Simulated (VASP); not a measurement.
# BiW (P-6m2) in VASP: further runs, part 3 of 3

VASP 6.6.1. Earlier steps stand in the parts before.

## Step 5: Single point, PBE

INCAR

```
  PREC = Accurate
  ENCUT = 520
  EDIFF = 1E-6
  ISMEAR = 0
  SIGMA = 0.1
  LREAL = False
  LASPH = True
  NELM = 80
  ALGO = Fast
  ISIF = 2
  LWAVE = False
  LCHARG = True
  GGA = PE
  LELF = True
  LVHAR = True
  NBANDS = 22
```

KPOINTS

```
Automatic mesh
0
Gamma
  18 18 14
```

POSCAR

```
BiW
1.0
    3.3660760154      0.0000000000      0.0000000000
   -1.6830380077      2.9151073404      0.0000000000
    0.0000000000      0.0000000000      4.2966302733
Bi W
1 1
Direct
    0.6666666667      0.3333333333      0.0000000000
    0.0000000000      0.0000000000      0.5000000000
```

Potentials or basis: VASP PAW PBE potentials, release 64 (Bi_d, W_sv).

On the command line:

```console
$ cat potpaw_PBE.64/Bi_d/POTCAR potpaw_PBE.64/W_sv/POTCAR > POTCAR
$ mpirun -np 1 vasp_std > vasp.out
```

OUTCAR:

```text
PREC = Accurate
   ENCUT = 520
   EDIFF = 1E-6
   ISMEAR = 0
   LREAL = False
   LASPH = True
   NELM = 80
   ISIF = 2
   GGA = PE

 ion  position               nearest neighbor table
   1  0.667  0.333  0.000-   2 2.90   2 2.90   2 2.90   2 2.90   2 2.90   2 2.90
   2  0.000  0.000  0.500-   1 2.90   1 2.90   1 2.90   1 2.90   1 2.90   1 2.90

  LATTYP: Found a hexagonal cell.
 ALAT       =     3.3660760154
 C/A-ratio  =     1.2764507556

  Lattice vectors:

 A1 = (   3.3660760154,   0.0000000000,   0.0000000000)
 A2 = (  -1.6830380077,   2.9151073404,   0.0000000000)
 A3 = (   0.0000000000,   0.0000000000,   4.2966302733)

Analysis of symmetry for initial positions (statically):
=====================================================================
 Subroutine PRICEL returns:
 Original cell was already a primitive cell.

 Routine SETGRP: Setting up the symmetry group for a
 hexagonal supercell.

 Subroutine GETGRP returns: Found 12 space group operations
 (whereof 12 operations were pure point group operations)
 out of a pool of 24 trial point group operations.

The static configuration has the point symmetry D_3h.

Analysis of symmetry for dynamics (positions and initial velocities):
=====================================================================
 Subroutine PRICEL returns:
 Original cell was already a primitive cell.

 Routine SETGRP: Setting up the symmetry group for a
 hexagonal supercell.

 Subroutine GETGRP returns: Found 12 space group operations
 (whereof 12 operations were pure point group operations)
 out of a pool of 24 trial point group operations.

The dynamic configuration has the point symmetry D_3h.

 Subroutine INISYM returns: Found 12 space group operations
 (whereof 12 operations are pure point group operations),
 and found     1 'primitive' translations

----------------------------------------------------------------------------------------

                                     Primitive cell

  volume of cell :      42.1606

  direct lattice vectors                    reciprocal lattice vectors
     3.366076015  0.000000000  0.000000000     0.297081823  0.171520271  0.000000000
    -1.683038008  2.915107340  0.000000000     0.000000000  0.343040541  0.000000000
     0.000000000  0.000000000  4.296630273     0.000000000  0.000000000  0.232740528

  length of vectors
     3.366076015  3.366076015  4.296630273     0.343040541  0.343040541  0.232740528

  position of ions in fractional coordinates (direct lattice)
     0.666666667  0.333333333  0.000000000
     0.000000000  0.000000000  0.500000000

  ion indices of the primitive-cell ions
   primitive index   ion index
                 1           1
                 2           2

----------------------------------------------------------------------------------------

 KPOINTS: Automatic mesh

Automatic generation of k-mesh.
 Grid dimensions read from file:
 generate k-points for:   18   18   14

 Generating k-lattice:

  Cartesian coordinates                     Fractional coordinates (reciprocal lattice)
     0.016504546  0.009528904  0.000000000     0.055555556  0.000000000  0.000000000
     0.000000000  0.019057808  0.000000000     0.000000000  0.055555556  0.000000000
     0.000000000  0.000000000  0.016624323     0.000000000  0.000000000  0.071428571

  Length of vectors
     0.019057808  0.019057808  0.016624323

  Shift w.r.t. Gamma in fractional coordinates (k-lattice)
     0.000000000  0.000000000  0.000000000

 Subroutine IBZKPT returns following result:
 ===========================================

 Found    296 irreducible k-points:

 Following reciprocal coordinates:
            Coordinates               Weight
  0.000000  0.000000  0.000000      1.000000
  0.055556  0.000000  0.000000      6.000000
  0.111111  0.000000  0.000000      6.000000
  0.166667 -0.000000  0.000000      6.000000
  0.222222 -0.000000  0.000000      6.000000
  0.277778 -0.000000  0.000000      6.000000
[... 16 lines left out ...]
  0.333333  0.111111  0.000000     12.000000
  0.388889  0.111111  0.000000     12.000000
 [... further k-points ...]
   k-points           NKPTS =    296   k-points in BZ     NKDIM =    296   number of bands    NBANDS=     22
   number of dos      NEDOS =    301   number of ions     NIONS =      2
   total plane-waves  NPLWV =  25088
   dimension x,y,z NGX =    28 NGY =   28 NGZ =   32
   dimension x,y,z NGXF=    56 NGYF=   56 NGZF=   64
   ions per type =               1   1
   NGX,Y,Z   is equivalent  to a cutoff of  13.83, 13.83, 12.38 a.u.
   NGXF,Y,Z  is equivalent  to a cutoff of  27.66, 27.66, 24.76 a.u.
 SYSTEM =  unknown system
   PREC   = accura    normal or accurate (medium, high low for compatibility)
   ISTART =      0    job   : 0-new  1-cont  2-samecut
   ICHARG =      2    charge: 1-file 2-atom 10-const
   ISPIN  =      1    spin polarized calculation?
   LNONCOLLINEAR =      F non collinear calculations
   LSORBIT =      F    spin-orbit coupling
   LASPH  =      T    aspherical Exc in radial PAW
   ENCUT  =  520.0 eV  38.22 Ry    6.18 a.u.   6.26  6.26  7.99*2*pi/ulx,y,z
   NELM   =     80;   NELMIN=  2; NELMDL= -5     # of ELM steps
   EDIFF  = 0.1E-05   stopping-criterion for ELM
   LREAL  =      F    real-space projection
   EDIFFG = 0.1E-04   stopping-criterion for IOM
   NSW    =      0    number of steps for IOM
   IBRION =     -1    ionic relax: 0-MD 1-quasi-New 2-CG
   NFREE  =      0    steps in history (QN), initial steepest desc. (CG)
   ISIF   =      2    stress and relaxation
   ISYM   =      2    0-nonsym 1-usesym 2-fastsym
   POTIM  = 0.5000    time-step for ionic-motion
   TEBEG  =    0.0;   TEEND  =   0.0 temperature during run
   PSTRESS=    0.0 pullay stress
   NELECT =      29.0000    total number of electrons
   NUPDOWN=      -1.0000    fix difference up-down
   EMIN   =  10.00;   EMAX   =-10.00  energy-range for DOS
   EFERMI =   0.00;   METHOD = LEGACY
   ISMEAR =     0;   SIGMA  =   0.10  broadening in eV -4-tet -1-fermi 0-gaus
   EFERMI_NEDOS =   21; number of points for ismear=-14 and -15
   IALGO  =     68    algorithm
   IMIX   =      4    mixing-type and parameters
     AMIX     =   0.40;   BMIX     =  1.00
     AMIX_MAG =   1.60;   BMIX_MAG =  1.00
  volume/ion in A,a.u.               =      21.08       142.26
  Fermi-wavevector in a.u.,A,eV,Ry     =   1.445125  2.730890 28.414211  2.088386
  Thomas-Fermi vector in A             =   2.563342
   LORBIT       =      0    0 simple, 1 ext, 2 COOP (PROOUT), +10 PAW based schemes
   GGA     = PE    functional components
   LHFCALC =     F    Hartree Fock is set to
   AEXX    =    0.0000 exact exchange contribution
   IVDW    =     0    specifies the selected vdW correction
   LEPSILON=     F    determine dielectric tensor
   LRPA    =     F    only Hartree local field effects (RPA)
 non-spin polarized calculation
 RMM-DIIS sequential band-by-band and
 Gauss-broadening in eV      SIGMA  =   0.10
  energy-cutoff  :      520.00
  volume of cell :       42.16
 maximum number of plane-waves:      1156
 NGX is ok and might be reduce to    28
   NGX = 13   NGY = 13   NGZ = 15

 number of electron      29.0000001 magnetization

 Free energy of the ion-electron system (eV)
  ---------------------------------------------------
  ext. energy  EPLUGINS =         0.00000000
  ---------------------------------------------------
  free energy    TOTEN  =       -14.31132052 eV

  energy without entropy =      -14.30164874  energy(sigma->0) =      -14.30648463

 E-fermi :  10.6487     XC(G=0): -12.1350

 val. band max:       10.6469478121   @ k =   0.1667   0.1667   0.2143
 cond. band min:      10.6492368435   @ k =   0.1111   0.1111   0.5000
 fundamental gap:      0.0022890314
 Fermi energy:        10.6486883768

 k-point     1 :       0.0000    0.0000    0.0000
  band No.  band energies     occupation
      1     -63.5740      2.00000
      2     -27.7877      2.00000
      3     -27.7070      2.00000
      4     -27.7070      2.00000
      5     -12.5199      2.00000
      6     -12.5199      2.00000
[... 14 lines left out ...]
     21      21.3813      0.00000
     22      21.3813      0.00000

 k-point     2 :       0.0556    0.0000    0.0000
  band No.  band energies     occupation
      1     -63.5738      2.00000
      2     -27.7872      2.00000
      3     -27.7121      2.00000
      4     -27.7083      2.00000
      5     -12.5212      2.00000
      6     -12.5135      2.00000
[... 14 lines left out ...]
     21      21.4896      0.00000
     22      21.6572      0.00000
[... 523 lines left out ...]
     21      19.4607      0.00000
     22      21.2938      0.00000

 k-point    24 :       0.3889    0.1111    0.0000
  band No.  band energies     occupation
      1     -63.5671      2.00000
      2     -27.8607      2.00000
      3     -27.7687      2.00000
      4     -27.7575      2.00000
      5     -12.5677      2.00000
      6     -12.4464      2.00000
[... 14 lines left out ...]
     21      19.4504      0.00000
     22      21.1739      0.00000

 [... further k-points ...]
[... 5 lines left out ...]
  --------------------------------------------------------------------------------------
  -------------------------------------------------------------------------------------
  Total        0.0214505      0.0214505      0.0479913      0.0000000      0.0000000      0.0000000
  in kB        0.8151572      0.8151572      1.8237570      0.0000000      0.0000000      0.0000000
  external PRESSURE =       1.1513571 kB  Pullay stress =       0.0000000 kB

 VOLUME and BASIS-vectors are now :
 -----------------------------------------------------------------------------
  energy-cutoff  :      520.00
  volume of cell :       42.16
      direct lattice vectors                 reciprocal lattice vectors
     3.366076015  0.000000000  0.000000000     0.297081823  0.171520271  0.000000000
    -1.683038008  2.915107340  0.000000000     0.000000000  0.343040541  0.000000000
     0.000000000  0.000000000  4.296630273     0.000000000  0.000000000  0.232740528

 POSITION                                       TOTAL-FORCE (eV/Angst)
 -----------------------------------------------------------------------------------
      1.68304      0.97170      0.00000        -0.000000      0.000000      0.000000
      0.00000      0.00000      2.14832         0.000000     -0.000000      0.000000
 -----------------------------------------------------------------------------------
    total drift:                               -0.000000      0.000000      0.000000

  FREE ENERGIE OF THE ION-ELECTRON SYSTEM (eV)
  ---------------------------------------------------
  free  energy   TOTEN  =       -14.3113205224 eV

  energy  without entropy=      -14.3016487433  energy(sigma->0) =      -14.30648463
```

stdout:

```text
POSCAR found type information on POSCAR BiW
 POSCAR found :  2 types and       2 ions
 scaLAPACK will be used
 LDA part: xc-table for (Slater+PW92), standard interpolation
 POSCAR, INCAR and KPOINTS ok, starting setup
 FFT: planning ... GRIDC
 FFT: planning ... GRID_SOFT
 FFT: planning ... GRID
 WAVECAR not read
 entering main loop
WARNING in EDDRMM: call to ZHEGV failed, returncode =   6  3     20
WARNING in EDDRMM: call to ZHEGV failed, returncode =   8  4     21
WARNING in EDDRMM: call to ZHEGV failed, returncode =   8  4     21
WARNING in EDDRMM: call to ZHEGV failed, returncode =   6  3     19
```

Wall time 1.9 min (1 thread of Intel Xeon 6975P-C (Granite Rapids), shared host); peak memory 0.37 GiB.

Results:

```
Free energy : -14.3113 eV
Pressure    : 0.1 GPa
```

Caveat: spin-orbit coupling is left out, which moves the levels of the heavy elements.

## Step 6: The runs side by side

| task | cell | k mesh | cutoff (eV) | gap on the mesh (eV) | pressure (GPa) |
| --- | --- | --- | --- | --- | --- |
| single point | a = 3.372, b = 3.372, c = 4.282 Å, angles 90.0, 90.0, 120.0°, 2 atoms | 6 × 6 × 4 | 520 | none | 0.0 |
| single point | a = 3.350, b = 3.350, c = 5.023 Å, angles 90.0, 90.0, 120.0°, 2 atoms | 6 × 6 × 4 | 520 | none | -13.3 |
| relaxation of cell and atoms | relaxed from a = 3.350, b = 3.350, c = 5.023 Å, angles 90.0, 90.0, 120.0°, 2 atoms | 6 × 6 × 4 | 600 | none | 0.0 |
| single point | a = 3.366, b = 3.366, c = 4.297 Å, angles 90.0, 90.0, 120.0°, 2 atoms | 18 × 18 × 14 | 520 | none | 0.1 |

Alike in all rows: level PBE; potentials or basis VASP PAW PBE potentials, release 64 (Bi_d, W_sv); no spin polarisation; smearing gaussian 0.1 eV.

Caveats: some runs use coarse meshes; spin-orbit coupling is left out, which moves the levels of the heavy elements.

Total energies depend on the potentials used, so only differences within one code and one set of settings carry meaning.
